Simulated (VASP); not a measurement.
A run of VASP 6.6.1:

The input INCAR:

```
ALGO = Normal
EDIFF = 1E-7
EDIFFG = -0.04
ENCUT = 600
GGA = PE
IBRION = 2
ISIF = 3
ISMEAR = 0
ISPIN = 2
LASPH = True
LCHARG = False
LMAXMIX = 4
LORBIT = 11
LREAL = False
LWAVE = False
MAGMOM = 0 1 1 1 0
NELM = 150
NSW = 90
PREC = Accurate
SIGMA = 0.1
```

File KPOINTS:

```
k-points
0
Gamma
  4 4 4
```

POSCAR

```
LuTi3F
1.0
    4.4514206100      0.0000000000      0.0000000000
    0.0000000000      4.4514206100      0.0000000000
    0.0000000000      0.0000000000      4.4514206100
Lu Ti F
1 3 1
Direct
    0.5000000000      0.5000000000      0.5000000000
    0.5000000000      0.0000000000      0.0000000000
    0.0000000000      0.5000000000      0.0000000000
    0.0000000000      0.0000000000      0.5000000000
    0.0000000000      0.0000000000      0.0000000000
```

Potentials or basis: VASP PAW PBE potentials, release 64 (Lu, Ti_sv, F).

The run is started by

```sh
$ cat potpaw_PBE.64/Lu/POTCAR potpaw_PBE.64/Ti_sv/POTCAR potpaw_PBE.64/F/POTCAR > POTCAR
$ mpirun -np 1 vasp_std > vasp.out
```

Hardware: 1 thread of Intel(R) Xeon(R) Platinum 8124M CPU @ 3.00GHz (Skylake/Cascade Lake) (shared host).

Q: How long does it take, and how much memory?

A: It took 4.7 min on 1 thread of Intel(R) Xeon(R) Platinum 8124M CPU @ 3.00GHz (Skylake/Cascade Lake) (shared host), peak memory 0.3 GiB. Counts: scf iterations 44, k points 10, ion steps 3.
